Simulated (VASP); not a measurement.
# NiF (F-43m) in VASP: single point with PBE0

Aim: the single point of NiF with PBE0.

All numbers are computed with VASP 6.6.1; they aren't measurements. Logs are shortened: lines on timing, memory, paths and dates and some standing lists are left out, and cuts for length are marked.

### 1 The cell of the first run

It takes space group F-43m (No. 216, cubic). The conventional cell has a = 4.670 Å, b = 4.670 Å, c = 4.670 Å, α = 90.00°, β = 90.00°, γ = 90.00°. Within 2.7 Å of Ni (site symmetry -43m) lie 4 F at 2.02 Å. F (site symmetry -43m) has 4 Ni at 2.02 Å within 2.7 Å.

### 2 Single point, PBE0, collinear spin, ferromagnetic start

File POSCAR:

```
NiF
1.0
    0.0000000000      2.3348415800      2.3348415800
    2.3348415800      0.0000000000      2.3348415800
    2.3348415800      2.3348415800      0.0000000000
Ni F
1 1
Direct
    0.0000000000      0.0000000000      0.0000000000
    0.7500000000      0.7500000000      0.7500000000
```

File INCAR.step1:

```
SYSTEM = NiF
PREC     = Accurate       ! precision mode
ENCUT    = 520            ! plane-wave cutoff, eV
EDIFF    = 1E-5           ! SCF threshold, eV
ISMEAR   = 1              ! smearing method
SIGMA    = 0.1            ! smearing width, eV
LREAL    = .False.        ! projectors in reciprocal space
LASPH    = .True.         ! aspherical terms in the spheres
NELM     = 150            ! most SCF steps
ALGO     = Normal         ! electronic algorithm
ISIF     = 2              ! what is computed and relaxed
LWAVE    = .True.         ! write WAVECAR
LCHARG   = .False.        ! write CHGCAR
ISPIN    = 2              ! spin polarisation
MAGMOM   = 1 0            ! initial moments
LORBIT   = 11             ! projections on sites
LMAXMIX  = 4              ! l up to which the mixer works
GGA      = PE             ! functional
NBANDS   = 20             ! bands
```

File INCAR.step2:

```
SYSTEM = NiF
PREC     = Accurate       ! precision mode
ENCUT    = 520            ! plane-wave cutoff, eV
EDIFF    = 1E-6           ! SCF threshold, eV
ISMEAR   = 1              ! smearing method
SIGMA    = 0.1            ! smearing width, eV
LREAL    = .False.        ! projectors in reciprocal space
LASPH    = .True.         ! aspherical terms in the spheres
NELM     = 150            ! most SCF steps
ALGO     = Normal         ! electronic algorithm
ISIF     = 2              ! what is computed and relaxed
LWAVE    = .False.        ! write WAVECAR
LCHARG   = .False.        ! write CHGCAR
ISPIN    = 2              ! spin polarisation
MAGMOM   = 1 0            ! initial moments
LORBIT   = 11             ! projections on sites
LMAXMIX  = 4              ! l up to which the mixer works
GGA      = PE             ! functional
LHFCALC  = .True.         ! exact exchange
AEXX     = 0.25           ! exact-exchange fraction
PRECFOCK = Normal       
ISTART   = 1            
NBANDS   = 20             ! bands
```

File KPOINTS:

```
regular mesh
0
Gamma
  5 5 5
  0 0 0
```

Potentials or basis: VASP PAW PBE potentials, release 64 (Ni, F).

On the command line:

```
> cat potpaw_PBE.64/Ni/POTCAR potpaw_PBE.64/F/POTCAR > POTCAR
> cp INCAR.step1 INCAR
> mpirun -np 1 vasp_std > vasp.out
> cp INCAR.step2 INCAR
> mpirun -np 1 vasp_std > vasp.out
```

OUTCAR:

```text
SYSTEM = NiF
   PREC = Accurate
   ENCUT = 520
   EDIFF = 1E-6
   ISMEAR = 1
   LREAL = .False.
   LASPH = .True.
   NELM = 150
   ISIF = 2
   ISPIN = 2
   LORBIT = 11
   GGA = PE
   LHFCALC = .True.
   AEXX = 0.25
   PRECFOCK = Normal
   ISTART = 1

 ion  position               nearest neighbor table
   1  0.000  0.000  0.000-   2 2.02   2 2.02   2 2.02   2 2.02
   2  0.750  0.750  0.750-   1 2.02   1 2.02   1 2.02   1 2.02

  LATTYP: Found a face centered cubic cell.
 ALAT       =     4.6696831600

  Lattice vectors:

 A1 = (   0.0000000000,   2.3348415800,   2.3348415800)
 A2 = (   2.3348415800,   0.0000000000,   2.3348415800)
 A3 = (   2.3348415800,   2.3348415800,   0.0000000000)

Analysis of symmetry for initial positions (statically):
=====================================================================
 Subroutine PRICEL returns:
 Original cell was already a primitive cell.

 Routine SETGRP: Setting up the symmetry group for a
 face centered cubic supercell.

 Subroutine GETGRP returns: Found 24 space group operations
 (whereof 24 operations were pure point group operations)
 out of a pool of 48 trial point group operations.

The static configuration has the point symmetry T_d .

Analysis of symmetry for dynamics (positions and initial velocities):
=====================================================================
 Subroutine PRICEL returns:
 Original cell was already a primitive cell.

 Routine SETGRP: Setting up the symmetry group for a
 face centered cubic supercell.

 Subroutine GETGRP returns: Found 24 space group operations
 (whereof 24 operations were pure point group operations)
 out of a pool of 48 trial point group operations.

The dynamic configuration has the point symmetry T_d .

Analysis of structural, dynamic, and magnetic symmetry:
=====================================================================
 Subroutine PRICEL returns:
 Original cell was already a primitive cell.

 Routine SETGRP: Setting up the symmetry group for a
 face centered cubic supercell.

 Subroutine GETGRP returns: Found 24 space group operations
 (whereof 24 operations were pure point group operations)
 out of a pool of 48 trial point group operations.

The overall configuration has the point symmetry T_d .

 Subroutine INISYM returns: Found 24 space group operations
 (whereof 24 operations are pure point group operations),
 and found     1 'primitive' translations

[... 110 lines left out ...]
   NKREDZ  =     1    reduce k-point grid by
   AEXX    =    0.2500 exact exchange contribution
   HFSCREEN=    0.0000 screening length (either q_TF or 0.3 A-1)
   HFSCREENC=   0.0000 screening length for correlation (either q_TF or 0.3 A-1)
   ENCUTFOCK=  -1.0 apply spherical cutoff to Coloumb kernel
   IVDW    =     0    specifies the selected vdW correction
   LEPSILON=     F    determine dielectric tensor
   LRPA    =     F    only Hartree local field effects (RPA)
 spin polarized calculation
 Methfessel and Paxton  Order N= 1 SIGMA  =   0.10
  energy-cutoff  :      520.00
  volume of cell :       25.46
 maximum number of plane-waves:       701
 NGX is ok and might be reduce to    28
  NGX = 20; NGY = 20; NGZ = 20

 number of electron      17.0000004 magnetization       1.2400002

 Free energy of the ion-electron system (eV)
  ---------------------------------------------------
  ext. energy  EPLUGINS =         0.00000000
  ---------------------------------------------------
  free energy    TOTEN  =       -11.69863664 eV

  energy without entropy =      -11.69609645  energy(sigma->0) =      -11.69778991

 E-fermi :   5.0571     XC(G=0):  -8.2514

 val. band max:        5.0474264321   @ k =  -0.4000   0.4000   0.2000
 cond. band min:       5.5144744266   @ k =   0.4000   0.2000   0.0000
 fundamental gap:      0.4670479945
 Fermi energy:         5.0570898016

 spin component 1

 k-point     1 :       0.0000    0.0000    0.0000
  band No.  band energies     occupation
      1     -24.6396      1.00000
      2      -4.9381      1.00000
      3      -4.9381      1.00000
      4      -4.9381      1.00000
      5       0.4910      1.00000
      6       0.4910      1.00000
[... 206 lines left out ...]
      6       0.1503      1.00000
[... 12 lines left out ...]
     19      32.9940      0.00000
     20      34.3099      0.00000
 Fermi energy:         5.0570898016

 spin component 2

 k-point     1 :       0.0000    0.0000    0.0000
  band No.  band energies     occupation
      1     -24.4597      1.00000
      2      -4.3723      1.00000
      3      -4.3723      1.00000
      4      -4.3723      1.00000
      5       1.4277      1.00000
      6       1.4278      1.00000
[... 219 lines left out ...]
     19      32.9663      0.00000
     20      34.4248      0.00000

------------------------ aborting loop because EDIFF is reached ----------------------------------------

  FORCE on cell =-STRESS in cart. coord.  units (eV):
  Direction    XX          YY          ZZ          XY          YZ          ZX
  --------------------------------------------------------------------------------------
  -------------------------------------------------------------------------------------
  Total        0.7482831      0.7482831      0.7482831      0.0000000      0.0000000     -0.0000000
  in kB       47.0949449     47.0949449     47.0949449      0.0000000      0.0000000     -0.0000000
  external PRESSURE =      47.0949449 kB  Pullay stress =       0.0000000 kB

 VOLUME and BASIS-vectors are now :
 -----------------------------------------------------------------------------
  energy-cutoff  :      520.00
  volume of cell :       25.46
      direct lattice vectors                 reciprocal lattice vectors
     0.000000000  2.334841580  2.334841580    -0.214147291  0.214147291  0.214147291
     2.334841580  0.000000000  2.334841580     0.214147291 -0.214147291  0.214147291
     2.334841580  2.334841580  0.000000000     0.214147291  0.214147291 -0.214147291

 POSITION                                       TOTAL-FORCE (eV/Angst)
 -----------------------------------------------------------------------------------
      0.00000      0.00000      0.00000         0.000000      0.000000      0.000000
      3.50226      3.50226      3.50226        -0.000000     -0.000000     -0.000000
 -----------------------------------------------------------------------------------
    total drift:                                0.000001      0.000003     -0.000010

  FREE ENERGIE OF THE ION-ELECTRON SYSTEM (eV)
  ---------------------------------------------------
  free  energy   TOTEN  =       -11.6986366396 eV

  energy  without entropy=      -11.6960964534  energy(sigma->0) =      -11.69778991

 total charge

# of ion       s       p       d       tot
------------------------------------------
    1        0.256   0.273   8.394   8.922
    2        1.756   4.365   0.000   6.121
--------------------------------------------------
tot          2.012   4.637   8.394  15.043

 magnetization (x)

# of ion       s       p       d       tot
------------------------------------------
    1        0.000  -0.013   1.273   1.260
    2        0.002   0.068   0.000   0.069
--------------------------------------------------
tot          0.002   0.054   1.273   1.330
```

OUTCAR.step1:

```text
SYSTEM = NiF
   PREC = Accurate
   ENCUT = 520
   EDIFF = 1E-5
   ISMEAR = 1
   LREAL = .False.
   LASPH = .True.
   NELM = 150
   ISIF = 2
   ISPIN = 2
   LORBIT = 11
   GGA = PE

[... 691 lines left out ...]
 total charge

# of ion       s       p       d       tot
------------------------------------------
    1        0.272   0.274   8.385   8.931
    2        1.751   4.319   0.000   6.070
--------------------------------------------------
tot          2.023   4.592   8.385  15.000

 magnetization (x)

# of ion       s       p       d       tot
------------------------------------------
    1        0.003   0.000   1.175   1.178
    2        0.001   0.088   0.000   0.089
--------------------------------------------------
tot          0.004   0.089   1.175   1.267
```

It took 29 min on 1 thread of Intel Xeon Platinum 8259CL at 2.50GHz (Skylake/Cascade Lake), shared host; peak memory 0.18 GiB.

Results:

```
Free energy                                           : -11.6986 eV
Pressure                                              : 4.7 GPa
Net moment                                            : 1.24 μB per cell
Site moments                                          : Ni +1.26; F +0.07 μB
Valence electrons inside the program's atomic spheres : Ni 8.92; F 6.12
```

Caveat: the k points lie up to 0.47 Å⁻¹ apart; the PAW data sets were made with another functional, which shifts forces and pressure a little; a cell with one magnetic atom can't hold antiferromagnetic order, which such compounds often take.
